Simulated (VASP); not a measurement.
Wanted: the native input for a VASP 6.6.1 run.

| Property | Result |
| --- | --- |
| Task | single point |
| Functional | r2SCAN |
| Potentials or basis | VASP PAW PBE potentials, release 64 (Mo_sv, S) |
| Cutoff | 520 eV |
| k mesh | 10 × 10 × 2 |
| Occupations | fermi-dirac, width 0.05 eV |
| Spin | no spin polarisation |
| Dipole correction | no |
| Further INCAR settings | ALGO = Normal; EDIFF = 1e-07; NBANDS = 20 |

Slab: MoS2, a slab with vacuum.

```xyz
3
Lattice="3.1411 0.0000 0.0000 -1.5705 2.7203 0.0000 0.0000 0.0000 17.1003" Properties=species:S:1:pos:R:3 pbc="T T T"
Mo    0.0000    0.0000    0.0000
S     0.0000    1.8135   15.5700
S     0.0000    1.8135    1.5304
```

These files were run (other wordings do the same):

POSCAR

```
MoS2
1.0
    3.1410920760      0.0000000000      0.0000000000
   -1.5705460380      2.7202655334      0.0000000000
    0.0000000000      0.0000000000     17.1003198802
Mo S
1 2
Direct
    0.0000000000      0.0000000000      0.0000000000
    0.3333333333      0.6666666667      0.9105070200
    0.3333333333      0.6666666667      0.0894929800
```

INCAR.step1

```
SYSTEM = MoS2
PREC = Accurate ; ENCUT = 520
ISMEAR = -1 ; SIGMA = 0.05
LREAL = .FALSE. ; LASPH = .TRUE.
NELM = 80 ; NBANDS = 20
GGA = PE ; ALGO = Normal
EDIFF = 1E-4 ; LWAVE = .TRUE.
LCHARG = .FALSE.
```

INCAR.step2

```
SYSTEM = MoS2
PREC = Accurate ; ENCUT = 520
EDIFF = 1E-7 ; ISMEAR = -1
SIGMA = 0.05 ; LREAL = .FALSE.
LASPH = .TRUE. ; NELM = 80
ALGO = Normal ; ISIF = 2
LWAVE = .FALSE. ; LCHARG = .FALSE.
METAGGA = R2SCAN ; LMIXTAU = .TRUE.
NBANDS = 20 ; ISTART = 1
```

KPOINTS

```
Automatic mesh
0
G
  10 10 2
  0 0 0
```

Potentials or basis: VASP PAW PBE potentials, release 64 (Mo_sv, S).

Run with:

```sh
$ cat potpaw_PBE.64/Mo_sv/POTCAR potpaw_PBE.64/S/POTCAR > POTCAR
$ cp INCAR.step1 INCAR
$ mpirun -np 1 vasp_std > vasp.out
$ cp INCAR.step2 INCAR
$ mpirun -np 1 vasp_std > vasp.out
```

It gave:

- Largest force: 0.756 eV/Å
- Band gap on the k mesh: 1.95 eV, indirect (least direct gap 2.16 eV)

Caveat: the PAW data sets were made with another functional, which shifts forces and pressure a little.

It took 4.8 min on 1 thread of Intel(R) Xeon(R) Platinum 8259CL CPU @ 2.50GHz (Skylake/Cascade Lake), with other jobs on the host, peak memory 0.32 GiB.
